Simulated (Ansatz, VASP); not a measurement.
## W in VASP and in Ansatz

The input INCAR:

```
PREC = Accurate
ENCUT = 520
EDIFF = 1E-7
ISMEAR = 1
SIGMA = 0.1
LREAL = F
LASPH = T
NELM = 80
ALGO = Normal
ISIF = 2
LWAVE = F
LCHARG = T
GGA = PE
IVDW = 12
LELF = T
LVHAR = T
NBANDS = 13
```

File KPOINTS:

```
Automatic mesh
0
Gamma
  13 13 13
```

Contents of POSCAR:

```
W
1.0
   -1.5717249149      1.5717249149      1.5717249149
    1.5717249149     -1.5717249149      1.5717249149
    1.5717249149      1.5717249149     -1.5717249149
W
1
Direct
    0.0000000000      0.0000000000      0.0000000000
```

Input for Ansatz:

```yaml
crystal:
  lattice:
    - [-1.5717249149099939, 1.5717249149099939, 1.5717249149099939]
    - [1.5717249149099939, -1.5717249149099939, 1.5717249149099939]
    - [1.5717249149099939, 1.5717249149099939, -1.5717249149099939]
  atoms:
    - { symbol: W, position: [0.0, 0.0, 0.0] }
basis:
  ecutwfc: 470.0
kpoints:
  mp_grid:
    grid: [13, 13, 13]
hamiltonian:
  xc: pbe
  dispersion: d3bj
scf:
  occupations:
    method: cold
output:
  stress: true
```

Alike in both runs: task single point; functional PBE; dispersion D3(BJ); k mesh 13 × 13 × 13; no spin polarisation.

|  | VASP | Ansatz |
| --- | --- | --- |
| version | VASP 6.6.1 | Ansatz 0.2.0 |
| potentials or method | VASP PAW PBE potentials, release 64 (W_sv), cutoff 520 eV | plane waves, PAW |
| occupations | methfessel-paxton of order 1, width 0.1 eV | cold |
| valence electrons in the cell | 14 | 14 |

```csv
,VASP,Ansatz,Ansatz less VASP
pressure (GPa),5.4,4.7,-0.66
```

Neither program's run includes spin-orbit coupling.
